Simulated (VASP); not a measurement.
Wanted: the native input for a VASP 6.6.1 run.

```yaml
Task: single point
Functional: PBE
Potentials_or_basis: VASP PAW PBE potentials, release 64 (B, N)
Cutoff: 520 eV
k_mesh: 1 × 1 × 1, shifted
Occupations: gaussian, width 0.01 eV
Spin: no spin polarisation
Dipole_correction: no
Further_INCAR_settings: LREAL = Auto; ALGO = Normal; EDIFF = 1e-06; NBANDS = 91; ISYM = -1
```

The structure of BN (a cell with a defect) lies in POSCAR:

```
BN
1.0
    7.4650312800      0.0000000000      0.0000000000
   -3.7325156400      6.4649067300      0.0000000000
    0.0000000000      0.0000000000      6.4954828800
B N
17 17
Direct
    0.1152532431      0.2214421614      0.2507878424
    0.2318966492      0.1027831732      0.7509812465
    0.1149827889      0.5543062846      0.2507973983
    0.2321478233      0.4436471764      0.7504494482
    0.1148322547      0.8877400741      0.2505726830
    0.2129572130      0.7665226263      0.7502999707
    0.4487218058      0.2218104230      0.2508149798
    0.5313557066      0.1055568519      0.7507555811
    0.4487308973      0.5544118099      0.2508323288
    0.4485307752      0.8877959922      0.2508092455
    0.5597550963      0.7844314476      0.7503443813
    0.7817616364      0.2214008804      0.2510959633
    0.8901476257      0.1191149272      0.7510812508
    0.7811494006      0.5543782678      0.2507536369
    0.8722470664      0.4413681141      0.7509210682
    0.7816688183      0.8877860330      0.2508697257
    0.8803988357      0.7795453005      0.7513887324
    0.1236508644      0.2201356253      0.7508200830
    0.2258071972      0.1103844123      0.2504429790
    0.1044232005      0.5463493469      0.7501357842
    0.2258166374      0.4437363737      0.2507497785
    0.1072277426      0.8828942426      0.7507341131
    0.2258055908      0.7770780887      0.2506498664
    0.5591098663      0.1104676519      0.2510757684
    0.4518644717      0.5706843061      0.7493489992
    0.5590121069      0.4436850127      0.2508075103
    0.4363480593      0.8865513441      0.7501932443
    0.5592937885      0.7772778639      0.2508286849
    0.7611234418      0.2199870148      0.7511038109
    0.8926152389      0.1106679289      0.2511571881
    0.7728273424      0.5640202031      0.7524149420
    0.8923805912      0.4437977822      0.2509087770
    0.7814783681      0.9008194045      0.7511551052
    0.8924446910      0.7772220346      0.2505900486
```

The input as run:

INCAR

```
SYSTEM = BN
PREC = Accurate
ENCUT = 520
EDIFF = 1E-6
ISMEAR = 0
SIGMA = 0.01
LREAL = Auto
LASPH = .TRUE.
NELM = 120
ALGO = Normal
ISIF = 2
LWAVE = .FALSE.
LCHARG = .FALSE.
GGA = PE
NBANDS = 91
GGA_COMPAT = .FALSE.
ISYM = -1
```

KPOINTS

```
explicit points
1
Reciprocal
  0.25000000   0.25000000   0.25000000 1
```

Potentials or basis: VASP PAW PBE potentials, release 64 (B, N).

Command:

```console
$ cat potpaw_PBE.64/B/POTCAR potpaw_PBE.64/N/POTCAR > POTCAR
$ mpirun -np 1 vasp_std > vasp.out
```

It gave:

```json
{"Pressure": "3.8 GPa", "Largest force": "0.030 eV/Å", "Band gap on the k mesh": "0.75 eV"}
```

Caveat: semilocal functionals underestimate gaps, and a narrow one can read as zero.

Run time: 100 s on 1 thread of Intel(R) Xeon(R) Platinum 8488C (Sapphire Rapids) (shared host), peak memory 0.35 GiB.
